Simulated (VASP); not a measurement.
# TePb (P6_3mc) in VASP: a series of runs

The runs below take TePb through single point, with PBE.

All numbers are computed with VASP 6.6.1; they aren't measurements. Logs are shortened: lines on timing, memory, paths and dates and some standing lists are left out, and cuts for length are marked.

**1. The cell of the first run**

The typed cell holds 4 atoms: a = 5.420 Å, b = 5.420 Å, c = 6.480 Å, α = 90.00°, β = 90.00°, γ = 120.00°.

**2. Single point, PBE (41.22 Å³/atom)**

POSCAR reads:

```
TePb
1.0
    5.4202591455      0.0000000000      0.0000000000
   -2.7101295728      4.6940821151      0.0000000000
    0.0000000000      0.0000000000      6.4799919602
Pb Te
2 2
Direct
    0.3333333333      0.6666666667     -0.0618474106
    0.6666666667      0.3333333333      0.4381525894
    0.3333333333      0.6666666667      0.4378474106
    0.6666666667      0.3333333333      0.9378474106
```

INCAR.step1 reads:

```
PREC = Accurate
ENCUT = 520
EDIFF = 1E-7
ISMEAR = -1
SIGMA = 0.1
LREAL = False
LASPH = True
NELM = 100
ALGO = Normal
ISIF = 2
LWAVE = False
LCHARG = True
GGA = PE
NBANDS = 28
```

KPOINTS.step1 reads:

```
Automatic mesh
0
Gamma
  8 8 5
```

INCAR.step2 reads:

```
PREC = Accurate
ENCUT = 520
EDIFF = 1E-7
ISMEAR = -5
SIGMA = 0.1
LREAL = False
LASPH = True
NELM = 100
ALGO = Normal
ISIF = 2
LWAVE = False
LCHARG = False
GGA = PE
LORBIT = 11
NBANDS = 28
NEDOS = 1001
ICHARG = 11
```

KPOINTS.step2 reads:

```
Automatic mesh
0
Gamma
  12 12 8
```

Potentials or basis: VASP PAW PBE potentials, release 64 (Pb_d, Te).

The run is started by

```sh
$ cat potpaw_PBE.64/Pb_d/POTCAR potpaw_PBE.64/Te/POTCAR > POTCAR
$ cp INCAR.step1 INCAR
$ cp KPOINTS.step1 KPOINTS
$ mpirun -np 1 vasp_std > vasp.out
$ cp INCAR.step2 INCAR
$ cp KPOINTS.step2 KPOINTS
$ mpirun -np 1 vasp_std > vasp.out
```

OUTCAR:

```text
PREC = Accurate
   ENCUT = 520
   EDIFF = 1E-7
   ISMEAR = -5
   LREAL = False
   LASPH = True
   NELM = 100
   ISIF = 2
   GGA = PE
   LORBIT = 11
   ICHARG = 11

 ion  position               nearest neighbor table
   1  0.333  0.667  0.938-   4 3.13   4 3.13   4 3.13   3 3.24   3 3.24
   2  0.667  0.333  0.438-   3 3.13   3 3.13   3 3.13   4 3.24   4 3.24
   3  0.333  0.667  0.438-   2 3.13   2 3.13   2 3.13   1 3.24   1 3.24
   4  0.667  0.333  0.938-   1 3.13   1 3.13   1 3.13   2 3.24   2 3.24

  LATTYP: Found a hexagonal cell.
 ALAT       =     5.4202591455
 C/A-ratio  =     1.1955133115

  Lattice vectors:

 A1 = (   5.4202591455,   0.0000000000,   0.0000000000)
 A2 = (  -2.7101295728,   4.6940821151,   0.0000000000)
 A3 = (   0.0000000000,   0.0000000000,   6.4799919602)

Analysis of symmetry for initial positions (statically):
=====================================================================
 Subroutine PRICEL returns:
 Original cell was already a primitive cell.

 Routine SETGRP: Setting up the symmetry group for a
 hexagonal supercell.

 Subroutine GETGRP returns: Found 12 space group operations
 (whereof  6 operations were pure point group operations)
 out of a pool of 24 trial point group operations.

The static configuration has the point symmetry C_3v.
 The point group associated with its full space group is C_6v.

Analysis of symmetry for dynamics (positions and initial velocities):
=====================================================================
 Subroutine PRICEL returns:
 Original cell was already a primitive cell.

 Routine SETGRP: Setting up the symmetry group for a
 hexagonal supercell.

 Subroutine GETGRP returns: Found 12 space group operations
 (whereof  6 operations were pure point group operations)
 out of a pool of 24 trial point group operations.

The dynamic configuration has the point symmetry C_3v.
 The point group associated with its full space group is C_6v.

 Subroutine INISYM returns: Found 12 space group operations
 (whereof  6 operations are pure point group operations),
 and found     1 'primitive' translations

----------------------------------------------------------------------------------------

                                     Primitive cell

  volume of cell :     164.8714

  direct lattice vectors                    reciprocal lattice vectors
     5.420259146  0.000000000  0.000000000     0.184493024  0.106517097  0.000000000
    -2.710129573  4.694082115  0.000000000     0.000000000  0.213034194  0.000000000
     0.000000000  0.000000000  6.479991960     0.000000000  0.000000000  0.154321179

  length of vectors
     5.420259146  5.420259146  6.479991960     0.213034194  0.213034194  0.154321179

  position of ions in fractional coordinates (direct lattice)
     0.333333333  0.666666667  0.938152589
     0.666666667  0.333333333  0.438152589
     0.333333333  0.666666667  0.437847411
     0.666666667  0.333333333  0.937847411

  ion indices of the primitive-cell ions
   primitive index   ion index
                 1           1
                 2           2
                 3           3
                 4           4

----------------------------------------------------------------------------------------

 KPOINTS: Automatic mesh

Automatic generation of k-mesh.
 Grid dimensions read from file:
 generate k-points for:   12   12    8

 Generating k-lattice:

  Cartesian coordinates                     Fractional coordinates (reciprocal lattice)
     0.015374419  0.008876425  0.000000000     0.083333333 -0.000000000  0.000000000
     0.000000000  0.017752850  0.000000000     0.000000000  0.083333333  0.000000000
     0.000000000  0.000000000  0.019290147     0.000000000  0.000000000  0.125000000

  Length of vectors
     0.017752850  0.017752850  0.019290147

  Shift w.r.t. Gamma in fractional coordinates (k-lattice)
     0.000000000  0.000000000  0.000000000

 TETIRR: Found   1172 inequivalent tetrahedra from     6912

 Subroutine IBZKPT returns following result:
 ===========================================

 Found     95 irreducible k-points:

 Following reciprocal coordinates:
            Coordinates               Weight
  0.000000  0.000000  0.000000      1.000000
  0.083333 -0.000000  0.000000      6.000000
  0.166667  0.000000  0.000000      6.000000
  0.250000  0.000000  0.000000      6.000000
  0.333333 -0.000000  0.000000      6.000000
  0.416667  0.000000  0.000000      6.000000
[... 16 lines left out ...]
  0.250000  0.000000  0.125000     12.000000
  0.333333 -0.000000  0.125000     12.000000
 [... further k-points ...]
   k-points           NKPTS =     95   k-points in BZ     NKDIM =     95   number of bands    NBANDS=     28
   number of dos      NEDOS =   1001   number of ions     NIONS =      4
   total plane-waves  NPLWV =  76800
   dimension x,y,z NGX =    40 NGY =   40 NGZ =   48
   dimension x,y,z NGXF=    80 NGYF=   80 NGZF=   96
   ions per type =               2   2
   NGX,Y,Z   is equivalent  to a cutoff of  12.27, 12.27, 12.31 a.u.
   NGXF,Y,Z  is equivalent  to a cutoff of  24.54, 24.54, 24.63 a.u.
 SYSTEM =  unknown system
   PREC   = accura    normal or accurate (medium, high low for compatibility)
   ISTART =      0    job   : 0-new  1-cont  2-samecut
   ICHARG =     11    charge: 1-file 2-atom 10-const
   ISPIN  =      1    spin polarized calculation?
   LNONCOLLINEAR =      F non collinear calculations
   LSORBIT =      F    spin-orbit coupling
   LASPH  =      T    aspherical Exc in radial PAW
   ENCUT  =  520.0 eV  38.22 Ry    6.18 a.u.  10.08 10.08 12.05*2*pi/ulx,y,z
   NELM   =    100;   NELMIN=  2; NELMDL=  0     # of ELM steps
   EDIFF  = 0.1E-06   stopping-criterion for ELM
   LREAL  =      F    real-space projection
   EDIFFG = 0.1E-05   stopping-criterion for IOM
   NSW    =      0    number of steps for IOM
   IBRION =     -1    ionic relax: 0-MD 1-quasi-New 2-CG
   NFREE  =      0    steps in history (QN), initial steepest desc. (CG)
   ISIF   =      2    stress and relaxation
   ISYM   =      2    0-nonsym 1-usesym 2-fastsym
   POTIM  = 0.5000    time-step for ionic-motion
   TEBEG  =    0.0;   TEEND  =   0.0 temperature during run
   PSTRESS=    0.0 pullay stress
   NELECT =      40.0000    total number of electrons
   NUPDOWN=      -1.0000    fix difference up-down
   EMIN   =  10.00;   EMAX   =-10.00  energy-range for DOS
   EFERMI =   0.00;   METHOD = LEGACY
   ISMEAR =    -5;   SIGMA  =   0.10  broadening in eV -4-tet -1-fermi 0-gaus
   EFERMI_NEDOS =   21; number of points for ismear=-14 and -15
   IALGO  =     38    algorithm
   IMIX   =      4    mixing-type and parameters
     AMIX     =   0.40;   BMIX     =  1.00
     AMIX_MAG =   1.60;   BMIX_MAG =  1.00
  volume/ion in A,a.u.               =      41.22       278.15
  Fermi-wavevector in a.u.,A,eV,Ry     =   1.021049  1.929502 14.184622  1.042540
  Thomas-Fermi vector in A             =   2.154652
   LORBIT       =     11    0 simple, 1 ext, 2 COOP (PROOUT), +10 PAW based schemes
   GGA     = PE    functional components
   LHFCALC =     F    Hartree Fock is set to
   AEXX    =    0.0000 exact exchange contribution
   IVDW    =     0    specifies the selected vdW correction
   LEPSILON=     F    determine dielectric tensor
   LRPA    =     F    only Hartree local field effects (RPA)
 non-spin polarized calculation
 Fermi weights with tetrahedron method with Bloechl corrections
  energy-cutoff  :      520.00
  volume of cell :      164.87
 maximum number of plane-waves:      4476

 number of electron      40.0000009 magnetization

 Free energy of the ion-electron system (eV)
  ---------------------------------------------------
  ext. energy  EPLUGINS =         0.00000000
  ---------------------------------------------------
  free energy    TOTEN  =       -14.62686980 eV

  energy without entropy =      -14.62686980  energy(sigma->0) =      -14.62686980

 E-fermi :   3.9968     XC(G=0):  -8.1226

 val. band max:        3.9867694116   @ k =   0.3333   0.3333   0.5000
 cond. band min:       5.0541118133   @ k =   0.3333   0.3333   0.5000
 fundamental gap:      1.0673424017
 Fermi energy:         3.9968173095

 k-point     1 :       0.0000    0.0000    0.0000
  band No.  band energies     occupation
      1     -12.9351      2.00000
      2     -12.8915      2.00000
      3     -12.8915      2.00000
      4     -12.8907      2.00000
      5     -12.8907      2.00000
      6     -12.8801      2.00000
[... 20 lines left out ...]
     27       9.3910      0.00000
     28       9.3910      0.00000

 k-point     2 :       0.0833   -0.0000    0.0000
  band No.  band energies     occupation
      1     -12.9349      2.00000
      2     -12.8922      2.00000
      3     -12.8915      2.00000
      4     -12.8906      2.00000
      5     -12.8898      2.00000
      6     -12.8796      2.00000
[... 20 lines left out ...]
     27       9.3037      0.00000
     28       9.4341      0.00000

 k-point     3 :       0.1667    0.0000    0.0000
  band No.  band energies     occupation
      1     -12.9342      2.00000
      2     -12.8952      2.00000
      3     -12.8910      2.00000
      4     -12.8889      2.00000
      5     -12.8879      2.00000
      6     -12.8787      2.00000
[... 616 lines left out ...]
      3     -12.8904      2.00000
      4     -12.8869      2.00000
      5     -12.8867      2.00000
      6     -12.8805      2.00000
[... 20 lines left out ...]
     27       9.1310      0.00000
     28       9.6723      0.00000

 k-point    24 :       0.3333   -0.0000    0.1250
  band No.  band energies     occupation
      1     -12.9293      2.00000
      2     -12.9025      2.00000
      3     -12.8891      2.00000
      4     -12.8848      2.00000
      5     -12.8843      2.00000
      6     -12.8801      2.00000
[... 20 lines left out ...]
     27       8.9680      0.00000
     28       9.4754      0.00000

 [... further k-points ...]

------------------------ aborting loop because EDIFF is reached ----------------------------------------

  FORCE on cell =-STRESS in cart. coord.  units (eV):
  Direction    XX          YY          ZZ          XY          YZ          ZX
  --------------------------------------------------------------------------------------
  -------------------------------------------------------------------------------------
  Total        2.1642966      2.1642966      2.1316489     -0.0000000      0.0000000      0.0000000
  in kB       21.0320765     21.0320765     20.7148152     -0.0000000      0.0000000      0.0000000
  external PRESSURE =      20.9263228 kB  Pullay stress =       0.0000000 kB

 VOLUME and BASIS-vectors are now :
 -----------------------------------------------------------------------------
  energy-cutoff  :      520.00
  volume of cell :      164.87
      direct lattice vectors                 reciprocal lattice vectors
     5.420259146  0.000000000  0.000000000     0.184493024  0.106517097  0.000000000
    -2.710129573  4.694082115  0.000000000     0.000000000  0.213034194  0.000000000
     0.000000000  0.000000000  6.479991960     0.000000000  0.000000000  0.154321179

 POSITION                                       TOTAL-FORCE (eV/Angst)
 -----------------------------------------------------------------------------------
     -0.00000      3.12939      6.07922        -0.000000      0.000000     -0.001395
      2.71013      1.56469      2.83923         0.000000      0.000000     -0.001395
     -0.00000      3.12939      2.83725         0.000000      0.000000      0.001395
      2.71013      1.56469      6.07724         0.000000     -0.000000      0.001395
 -----------------------------------------------------------------------------------
    total drift:                               -0.000000      0.000000     -0.000326

  FREE ENERGIE OF THE ION-ELECTRON SYSTEM (eV)
  ---------------------------------------------------
  free  energy   TOTEN  =       -14.6268698044 eV

  energy  without entropy=      -14.6268698044  energy(sigma->0) =      -14.62686980

 total charge

# of ion       s       p       d       tot
------------------------------------------
    1        1.464   0.599   9.826  11.889
    2        1.464   0.599   9.826  11.889
    3        1.378   2.005   0.017   3.400
    4        1.378   2.005   0.017   3.400
--------------------------------------------------
tot          5.684   5.209  19.686  30.580
```

It took 2.8 min on 1 thread of Intel Xeon 6975P-C (Granite Rapids), shared host; peak memory 0.52 GiB.

What came out:

```
Valence electrons inside the program's atomic spheres : Pb 11.89; Te 3.40
```

Caveat: spin-orbit coupling is left out, which moves the levels of the heavy elements.

**3. Single point, PBE**

This run uses another cell than the first one, of 43.85 Å³/atom.

POSCAR reads:

```
TePb
1.0
    5.5357965622      0.0000000000      0.0000000000
   -2.7678982811      4.7941404531      0.0000000000
    0.0000000000      0.0000000000      6.6088587815
Pb Te
2 2
Direct
    0.3333333333      0.6666666667     -0.0584029981
    0.6666666667      0.3333333333      0.4415970019
    0.3333333333      0.6666666667      0.4344029981
    0.6666666667      0.3333333333      0.9344029981
```

INCAR.step1 reads:

```
ALGO = Normal ; EDIFF = 1E-6
ENCUT = 520 ; GGA = PE
ISIF = 2 ; ISMEAR = -1
LASPH = True ; LCHARG = True
LREAL = False ; LWAVE = False
NBANDS = 28 ; NELM = 60
PREC = Accurate ; SIGMA = 0.1
```

KPOINTS.step1 reads:

```
k-points
0
Gamma
  8 8 5
```

INCAR.step2 reads:

```
ALGO = Normal ; EDIFF = 1E-6
ENCUT = 520 ; GGA = PE
ICHARG = 11 ; ISIF = 2
ISMEAR = -5 ; LASPH = True
LCHARG = False ; LORBIT = 10
LREAL = False ; LWAVE = False
NEDOS = 2001 ; NELM = 60
PREC = Accurate ; SIGMA = 0.1
```

KPOINTS.step2 reads:

```
k-points
0
Gamma
  12 12 8
```

Potentials or basis: VASP PAW PBE potentials, release 64 (Pb_d, Te).

The run is started by

```sh
$ cat potpaw_PBE.64/Pb_d/POTCAR potpaw_PBE.64/Te/POTCAR > POTCAR
$ cp INCAR.step1 INCAR
$ cp KPOINTS.step1 KPOINTS
$ mpirun -np 1 vasp_std > vasp.out
$ cp INCAR.step2 INCAR
$ cp KPOINTS.step2 KPOINTS
$ mpirun -np 1 vasp_std > vasp.out
```

Wall time 2.9 min (1 thread of Intel Xeon 6975P-C (Granite Rapids), shared host); peak memory 0.52 GiB.

The run converged. Its results:

- Valence electrons inside the program's atomic spheres: Pb 11.86; Te 3.38

Levels at points of the mesh, in eV from the valence-band top:
| k point | band 17 | band 18 | band 19 | band 20 | band 21 | band 22 | band 23 | band 24 |
| --- | --- | --- | --- | --- | --- | --- | --- | --- |
| (0.00, 0.00, 0.00) | -2.55 | -1.31 | -1.29 | -1.29 | 1.36 | 1.36 | 2.89 | 2.89 |
| (0.50, 0.00, 0.00) | -2.36 | -1.86 | -1.69 | -0.38 | 2.32 | 3.41 | 3.42 | 4.08 |
| (0.00, 0.00, 0.50) | -1.97 | -1.97 | -1.11 | -1.11 | 1.85 | 1.85 | 1.85 | 1.85 |
| (0.50, 0.00, 0.50) | -1.32 | -1.32 | -0.56 | -0.56 | 1.30 | 1.30 | 2.70 | 2.70 |

Caveat: spin-orbit coupling is left out, which moves the levels of the heavy elements.
